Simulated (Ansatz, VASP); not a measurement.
CsI: VASP beside Ansatz

Contents of INCAR:

```
SYSTEM = CsI
  ALGO = Normal
  EDIFF = 1E-6
  ENCUT = 500
  GGA = PE
  GGA_COMPAT = .False.
  ISIF = 2
  ISMEAR = 0
  LASPH = .True.
  LCHARG = .False.
  LREAL = .False.
  LWAVE = .False.
  NBANDS = 15
  NELM = 120
  PREC = Accurate
  SIGMA = 0.01
```

KPOINTS

```
k-points
0
Gamma
  4 4 4
  0 0 0
```

The input POSCAR:

```
CsI
1.0
    4.5667000000      0.0000000000      0.0000000000
    0.0000000000      4.5667000000      0.0000000000
    0.0000000000      0.0000000000      4.5667000000
Cs I
1 1
Direct
    0.0000000000      0.0000000000      0.0000000000
    0.5000000000      0.5000000000      0.5050000000
```

Input for Ansatz:

```yaml
crystal:
  lattice:
    - [4.5667, 0.0, 0.0]
    - [0.0, 4.5667, 0.0]
    - [0.0, 0.0, 4.5667]
  atoms:
    - { symbol: Cs, position: [0.0, 0.0, 0.0] }
    - { symbol: I, position: [0.5, 0.5, 0.505] }
kpoints:
  mp_grid:
    grid: [4, 4, 4]
hamiltonian:
  xc: pbe
scf:
  occupations:
    method: fixed
output:
  forces: true
```

Alike in both runs: task single point; functional PBE; k mesh 4 × 4 × 4; no spin polarisation.

```csv
,VASP,Ansatz
version,VASP 6.6.1,Ansatz 0.2.0
potentials or method,"VASP PAW PBE potentials, release 64 (Cs_sv, I)","plane waves, PAW"
plane-wave cutoff (eV),500,420
occupations,"gaussian, width 0.01 eV",fixed
valence electrons in the cell,16,26
```

```tsv
	VASP	Ansatz	Ansatz less VASP
rms of the force components (eV/Å)	0.010	0.010	-0.0002
```

Atom by atom the forces differ by 0.000 eV/Å (rms over components). VASP's potentials hold 16 valence electrons a cell and Ansatz's 26, so a difference there can come from the potentials and not from the codes.

Neither program's run includes spin-orbit coupling.
